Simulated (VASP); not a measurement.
# Ga7As8C (a cell with a defect) in VASP: single point with LDA

Aim: the single point of Ga7As8C (a cell with a defect) with LDA.

All numbers are computed with VASP 6.6.1; they aren't measurements. Logs are shortened: lines on timing, memory, paths and dates and some standing lists are left out, and cuts for length are marked.

## (1) The cell of the first run

The cell holds a defect, 16 atoms: a = 7.924 Å, b = 7.924 Å, c = 7.924 Å, α = 60.00°, β = 60.00°, γ = 60.00°.

## (2) Single point, LDA

Input file INCAR:

```
PREC = Accurate
ENCUT = 520
EDIFF = 1E-6
ISMEAR = 0
SIGMA = 0.02
LREAL = Auto
LASPH = True
NELM = 60
ALGO = Normal
ISIF = 2
LWAVE = False
LCHARG = False
NELECT = 134.0
NBANDS = 82
```

Input file KPOINTS:

```
Automatic mesh
0
Gamma
  3 3 3
```

Input file POSCAR:

```
Ga7As8C
1.0
    0.0000000000      5.6033815718     -5.6033815718
    5.6033815718      5.6033815718      0.0000000000
    5.6033815718      0.0000000000     -5.6033815718
C Ga As
1 7 8
Direct
    0.5021759183     -0.0016954722      0.5002396919
    0.4986598170      0.5017282026      0.4971451936
    0.0053257788     -0.0045476437      0.4968471390
    0.0050856139      0.5016863625      0.4967688837
    0.4987368517     -0.0043092710      0.0032762490
    0.4984077843      0.5013486985      0.0033065984
    0.0045294775     -0.0042085043      0.0027701443
    0.0013755230      0.4984187748      0.0001883656
    0.1258389722      0.1243583413      0.1248058372
    0.1257429254      0.6227059374      0.1246325322
    0.6132159157      0.1098450242      0.1649446618
    0.6275884633      0.6226488768      0.1248477099
    0.1649169163      0.1103056371      0.6123579059
    0.1258791393      0.6224828014      0.6269371197
    0.6135989525      0.1099773814      0.6123326264
    0.6145130563      0.6594319834      0.6131374295
```

Potentials or basis: VASP PAW LDA potentials, release 64 (C, Ga_d, As).

Started as:

```console
cat potpaw_LDA.64/C/POTCAR potpaw_LDA.64/Ga_d/POTCAR potpaw_LDA.64/As/POTCAR > POTCAR
mpirun -np 1 vasp_std > vasp.out
```

OUTCAR:

```text
PREC = Accurate
   ENCUT = 520
   EDIFF = 1E-6
   ISMEAR = 0
   LREAL = Auto
   LASPH = True
   NELM = 60
   ISIF = 2
   NELECT = 134.0

 ion  position               nearest neighbor table
   1  0.502  0.998  0.500-  15 2.17  11 2.17  13 2.18  16 2.19
   2  0.499  0.502  0.497-  12 2.41  14 2.41  16 2.53  15 2.54
   3  0.005  0.995  0.497-   9 2.41  14 2.41  13 2.53  15 2.54
   4  0.005  0.502  0.497-  14 2.41  10 2.41  16 2.53  13 2.54
   5  0.499  0.996  0.003-   9 2.41  12 2.41  11 2.53  15 2.54
   6  0.498  0.501  0.003-  12 2.41  10 2.41  16 2.53  11 2.54
[... 8 lines left out ...]
  15  0.614  0.110  0.612-   1 2.17   5 2.54   3 2.54   2 2.54
  16  0.615  0.659  0.613-   1 2.19   2 2.53   6 2.53   4 2.53

  LATTYP: Found a face centered cubic cell.
 ALAT       =    11.2067631436

  Lattice vectors:

 A1 = (   0.0000000000,   5.6033815718,  -5.6033815718)
 A2 = (   5.6033815718,   5.6033815718,   0.0000000000)
 A3 = (   5.6033815718,   0.0000000000,  -5.6033815718)

Analysis of symmetry for initial positions (statically):
=====================================================================
 Subroutine PRICEL returns:
 Original cell was already a primitive cell.

 Routine SETGRP: Setting up the symmetry group for a
 face centered cubic supercell.

 Subroutine GETGRP returns: Found  1 space group operations
 (whereof  1 operations were pure point group operations)
 out of a pool of 48 trial point group operations.

The static configuration has the point symmetry C_1 .

Analysis of symmetry for dynamics (positions and initial velocities):
=====================================================================
 Subroutine PRICEL returns:
 Original cell was already a primitive cell.

 Routine SETGRP: Setting up the symmetry group for a
 face centered cubic supercell.

 Subroutine GETGRP returns: Found  1 space group operations
 (whereof  1 operations were pure point group operations)
 out of a pool of 48 trial point group operations.

The dynamic configuration has the point symmetry C_1 .

 Subroutine INISYM returns: Found  1 space group operations
 (whereof  1 operations are pure point group operations),
 and found     1 'primitive' translations

----------------------------------------------------------------------------------------

                                     Primitive cell

  volume of cell :     351.8687

  direct lattice vectors                    reciprocal lattice vectors
     0.000000000  5.603381572 -5.603381572    -0.089231831  0.089231831 -0.089231831
     5.603381572  5.603381572  0.000000000     0.089231831  0.089231831  0.089231831
     5.603381572  0.000000000 -5.603381572     0.089231831 -0.089231831 -0.089231831

  length of vectors
     7.924378214  7.924378214  7.924378214     0.154554066  0.154554066  0.154554066

  position of ions in fractional coordinates (direct lattice)
     0.502175918  0.998304528  0.500239692
     0.498659817  0.501728203  0.497145194
     0.005325779  0.995452356  0.496847139
     0.005085614  0.501686363  0.496768884
     0.498736852  0.995690729  0.003276249
     0.498407784  0.501348699  0.003306598
[... 8 lines left out ...]
     0.613598952  0.109977381  0.612332626
     0.614513056  0.659431983  0.613137430

  ion indices of the primitive-cell ions
   primitive index   ion index
                 1           1
                 2           2
                 3           3
                 4           4
                 5           5
                 6           6
[... 8 lines left out ...]
                15          15
                16          16

----------------------------------------------------------------------------------------

 KPOINTS: Automatic mesh

Automatic generation of k-mesh.
 Grid dimensions read from file:
 generate k-points for:    3    3    3

 Generating k-lattice:

  Cartesian coordinates                     Fractional coordinates (reciprocal lattice)
    -0.029743944  0.029743944 -0.029743944     0.333333333  0.000000000  0.000000000
     0.029743944  0.029743944  0.029743944     0.000000000  0.333333333  0.000000000
     0.029743944 -0.029743944 -0.029743944     0.000000000  0.000000000  0.333333333

  Length of vectors
     0.051518022  0.051518022  0.051518022

  Shift w.r.t. Gamma in fractional coordinates (k-lattice)
     0.000000000  0.000000000  0.000000000

 Subroutine IBZKPT returns following result:
 ===========================================

 Found     14 irreducible k-points:

 Following reciprocal coordinates:
            Coordinates               Weight
  0.000000  0.000000  0.000000      1.000000
  0.333333  0.000000  0.000000      2.000000
  0.000000  0.333333  0.000000      2.000000
  0.000000  0.000000  0.333333      2.000000
  0.333333  0.333333  0.333333      2.000000
  0.333333  0.333333  0.000000      2.000000
  0.000000  0.333333  0.333333      2.000000
  0.333333  0.000000  0.333333      2.000000
 -0.333333  0.333333  0.000000      2.000000
  0.000000 -0.333333  0.333333      2.000000
  0.333333  0.000000 -0.333333      2.000000
  0.333333  0.333333 -0.333333      2.000000
 -0.333333  0.333333 -0.333333      2.000000
  0.333333 -0.333333 -0.333333      2.000000
   k-points           NKPTS =     14   k-points in BZ     NKDIM =     14   number of bands    NBANDS=     82
   number of dos      NEDOS =    301   number of ions     NIONS =     16
   total plane-waves  NPLWV = 216000
   dimension x,y,z NGX =    60 NGY =   60 NGZ =   60
   dimension x,y,z NGXF=   120 NGYF=  120 NGZF=  120
   ions per type =               1   7   8
   NGX,Y,Z   is equivalent  to a cutoff of  12.59, 12.59, 12.59 a.u.
   NGXF,Y,Z  is equivalent  to a cutoff of  25.17, 25.17, 25.17 a.u.
 SYSTEM =  unknown system
   PREC   = accura    normal or accurate (medium, high low for compatibility)
   ISTART =      0    job   : 0-new  1-cont  2-samecut
   ICHARG =      2    charge: 1-file 2-atom 10-const
   ISPIN  =      1    spin polarized calculation?
   LNONCOLLINEAR =      F non collinear calculations
   LSORBIT =      F    spin-orbit coupling
   LASPH  =      T    aspherical Exc in radial PAW
   ENCUT  =  520.0 eV  38.22 Ry    6.18 a.u.  14.73 14.73 14.73*2*pi/ulx,y,z
   NELM   =     60;   NELMIN=  2; NELMDL= -5     # of ELM steps
   EDIFF  = 0.1E-05   stopping-criterion for ELM
   LREAL  =      T    real-space projection
   EDIFFG = 0.1E-04   stopping-criterion for IOM
   NSW    =      0    number of steps for IOM
   IBRION =     -1    ionic relax: 0-MD 1-quasi-New 2-CG
   NFREE  =      0    steps in history (QN), initial steepest desc. (CG)
   ISIF   =      2    stress and relaxation
   ISYM   =      2    0-nonsym 1-usesym 2-fastsym
   POTIM  = 0.5000    time-step for ionic-motion
   TEBEG  =    0.0;   TEEND  =   0.0 temperature during run
   PSTRESS=    0.0 pullay stress
   NELECT =     134.0000    total number of electrons
   NUPDOWN=      -1.0000    fix difference up-down
   EMIN   =  10.00;   EMAX   =-10.00  energy-range for DOS
   EFERMI =   0.00;   METHOD = LEGACY
   ISMEAR =     0;   SIGMA  =   0.02  broadening in eV -4-tet -1-fermi 0-gaus
   EFERMI_NEDOS =   21; number of points for ismear=-14 and -15
   IALGO  =     38    algorithm
   IMIX   =      4    mixing-type and parameters
     AMIX     =   0.40;   BMIX     =  1.00
     AMIX_MAG =   1.60;   BMIX_MAG =  1.00
  volume/ion in A,a.u.               =      21.99       148.41
  Fermi-wavevector in a.u.,A,eV,Ry     =   1.186632  2.242410 19.158318  1.408097
  Thomas-Fermi vector in A             =   2.322801
   LORBIT       =      0    0 simple, 1 ext, 2 COOP (PROOUT), +10 PAW based schemes
   GGA     = CA    functional components
   LHFCALC =     F    Hartree Fock is set to
   AEXX    =    0.0000 exact exchange contribution
   IVDW    =     0    specifies the selected vdW correction
   LEPSILON=     F    determine dielectric tensor
   LRPA    =     F    only Hartree local field effects (RPA)
 non-spin polarized calculation
 Gauss-broadening in eV      SIGMA  =   0.02
  energy-cutoff  :      520.00
  volume of cell :      351.87
 maximum number of plane-waves:      9491
   NGX = 29   NGY = 29   NGZ = 29

 number of electron     133.9999996 magnetization

 Free energy of the ion-electron system (eV)
  ---------------------------------------------------
  ext. energy  EPLUGINS =         0.00000000
  ---------------------------------------------------
  free energy    TOTEN  =       -82.52514588 eV

  energy without entropy =      -82.51910039  energy(sigma->0) =      -82.52212314

 E-fermi :   3.4675     XC(G=0):  -9.8530

 val. band max:        3.4650170215   @ k =   0.0000   0.3333   0.0000
 cond. band min:       3.4684119278   @ k =   0.3333   0.0000   0.0000
 fundamental gap:      0.0033949064
 Fermi energy:         3.4674826131

 k-point     1 :       0.0000    0.0000    0.0000
  band No.  band energies     occupation
      1     -11.2083      2.00000
      2     -11.2054      2.00000
      3     -11.2050      2.00000
      4     -11.1821      2.00000
      5     -11.1211      2.00000
      6     -11.1204      2.00000
[... 71 lines left out ...]
     78       5.5680      0.00000
     79       6.9594      0.00000

 k-point     2 :       0.3333    0.0000    0.0000
  band No.  band energies     occupation
      1     -11.2023      2.00000
      2     -11.1992      2.00000
      3     -11.1974      2.00000
      4     -11.1736      2.00000
      5     -11.1213      2.00000
      6     -11.1202      2.00000
[... 71 lines left out ...]
     78       6.6614      0.00000
     79       7.5818      0.00000
[... 900 lines left out ...]
     78       7.5988      0.00000
     79       7.7847      0.00000

 k-point    14 :       0.3333   -0.3333   -0.3333
  band No.  band energies     occupation
      1     -11.1990      2.00000
      2     -11.1968      2.00000
      3     -11.1871      2.00000
      4     -11.1645      2.00000
      5     -11.1374      2.00000
      6     -11.1182      2.00000
[... 71 lines left out ...]
     78       7.5993      0.00000
     79       7.7854      0.00000
 [bands above 79 left out]

------------------------ aborting loop because EDIFF is reached ----------------------------------------

  FORCE on cell =-STRESS in cart. coord.  units (eV):
  Direction    XX          YY          ZZ          XY          YZ          ZX
  --------------------------------------------------------------------------------------
  -------------------------------------------------------------------------------------
  Total      -16.9244768    -16.8569074    -16.9194641      0.1398277     -0.0280006     -0.1415593
  in kB      -77.0628817    -76.7552154    -77.0400572      0.6366831     -0.1274962     -0.6445674
  external PRESSURE =     -76.9527181 kB  Pullay stress =       0.0000000 kB

 VOLUME and BASIS-vectors are now :
 -----------------------------------------------------------------------------
  energy-cutoff  :      520.00
  volume of cell :      351.87
      direct lattice vectors                 reciprocal lattice vectors
     0.000000000  5.603381572 -5.603381572    -0.089231831  0.089231831 -0.089231831
     5.603381572  5.603381572  0.000000000     0.089231831  0.089231831  0.089231831
     5.603381572  0.000000000 -5.603381572     0.089231831 -0.089231831 -0.089231831

 POSITION                                       TOTAL-FORCE (eV/Angst)
 -----------------------------------------------------------------------------------
      8.39692      8.40776     -5.61692         0.000245     -0.014302      0.003773
      5.59707      5.60556     -5.57988        -0.009528     -0.005410      0.002053
      8.36192      5.60774     -2.81387         0.010650     -0.014758      0.008908
      5.59473      2.83964     -2.81208        -0.004696     -0.015886      0.004679
      5.59759      8.37385     -2.81297        -0.007730     -0.002464      0.011675
      2.82778      5.60202     -2.81130        -0.002069      0.009178      0.002356
[... 8 lines left out ...]
      4.04738      4.05447     -6.86936         0.012069      0.021897     -0.018026
      7.13069      7.13840     -6.87899        -0.002727     -0.004853     -0.012721
 -----------------------------------------------------------------------------------
    total drift:                                0.010898      0.003002      0.010915

  FREE ENERGIE OF THE ION-ELECTRON SYSTEM (eV)
  ---------------------------------------------------
  free  energy   TOTEN  =       -82.5251458799 eV

  energy  without entropy=      -82.5191003935  energy(sigma->0) =      -82.52212314
```

Run time: 22 min. Hardware: 1 thread of Oxide Virtual Turin-like, shared host; peak memory 0.49 GiB.

What came out:

* Free energy: -82.5251 eV
* Largest force: 0.031 eV/Å

Forces on the atoms (eV/Å):
```
C    0.000 -0.014  0.004
Ga  -0.010 -0.005  0.002
Ga   0.011 -0.015  0.009
Ga  -0.005 -0.016  0.005
Ga  -0.008 -0.002  0.012
Ga  -0.002  0.009  0.002
Ga  -0.004 -0.004  0.001
Ga   0.006  0.005 -0.003
As   0.008  0.009  0.004
As  -0.008 -0.007  0.004
As  -0.010  0.017  0.009
As  -0.002 -0.004 -0.009
As   0.011  0.005  0.004
As   0.003  0.006 -0.014
As   0.012  0.022 -0.018
As  -0.003 -0.005 -0.013
```

Levels at points of the mesh, in eV from the Fermi level:
```tsv
k point	band 63	band 64	band 65	band 66	band 67	band 68	band 69	band 70	band 71	band 72
(0.00, 0.00, 0.00)	-0.68	-0.57	-0.57	0.29	0.30	0.31	0.95	0.96	0.97	1.22
```

Caveat: the cell carries a net charge on a neutralising background, which shifts energy and pressure; the cell is charged against a uniform background, so pressure and absolute levels hang on convention.
